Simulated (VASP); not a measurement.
Set up this calculation in VASP 6.6.1, as the native input.

| Quantity | Value |
| --- | --- |
| Task | single point |
| Functional | PBE |
| Potentials or basis | VASP PAW PBE potentials, release 64 (Zr_sv, Hf_pv, S) |
| Cutoff | 520 eV |
| k mesh | 4 × 4 × 4 |
| Occupations | gaussian, width 0.1 eV |
| Spin | no spin polarisation |
| Dipole correction | no |
| Further INCAR settings | ALGO = Normal; EDIFF = 1e-07; NBANDS = 57 |

The structure of Hf3ZrS8 lies in POSCAR:

```
Hf3ZrS8
1.0
    5.9582060700     -3.5811486200      0.0000000000
    5.9582060700      3.5811486200      0.0000000000
    0.0000000000      0.0000000000      6.2027313600
Zr Hf S
1 3 8
Direct
    0.5000000000      0.5000000000      0.5000000000
    0.7500000000      0.2500000000      0.0000000000
    0.2500000000      0.7500000000      0.0000000000
    0.0000000000      0.0000000000      0.5000000000
    0.8819760400      0.8819760400      0.1666666700
    0.3819760400      0.3819760400      0.1666666700
    0.6319760400      0.1319760400      0.6666666700
    0.1319760400      0.6319760400      0.6666666700
    0.8680239600      0.3680239600      0.3333333300
    0.3680239600      0.8680239600      0.3333333300
    0.6180239600      0.6180239600      0.8333333300
    0.1180239600      0.1180239600      0.8333333300
```

These files were run (other wordings do the same):

INCAR

```
SYSTEM = Hf3ZrS8
ALGO = Normal
EDIFF = 1E-7
ENCUT = 520
GGA = PE
ISIF = 2
ISMEAR = 0
LASPH = .True.
LCHARG = .False.
LREAL = .False.
LWAVE = .False.
NBANDS = 57
NELM = 100
PREC = Accurate
SIGMA = 0.1
```

KPOINTS

```
k-points
0
Gamma
  4 4 4
  0 0 0
```

Potentials or basis: VASP PAW PBE potentials, release 64 (Zr_sv, Hf_pv, S).

Launch:

```sh
$ cat potpaw_PBE.64/Zr_sv/POTCAR potpaw_PBE.64/Hf_pv/POTCAR potpaw_PBE.64/S/POTCAR > POTCAR
$ mpirun -np 1 vasp_std > vasp.out
```

It gave:

| Quantity | Value |
| --- | --- |
| Pressure | 7.2 GPa |
| Largest force | 0.916 eV/Å |
| Band gap on the k mesh | 1.08 eV (least direct gap 1.20 eV) |

Caveat: the cell stands under pressure; spin-orbit coupling is left out, which moves the levels of the heavy elements.

Run time: 17 min on 1 thread of Intel Xeon 8259CL (shared host), peak memory 0.57 GiB.
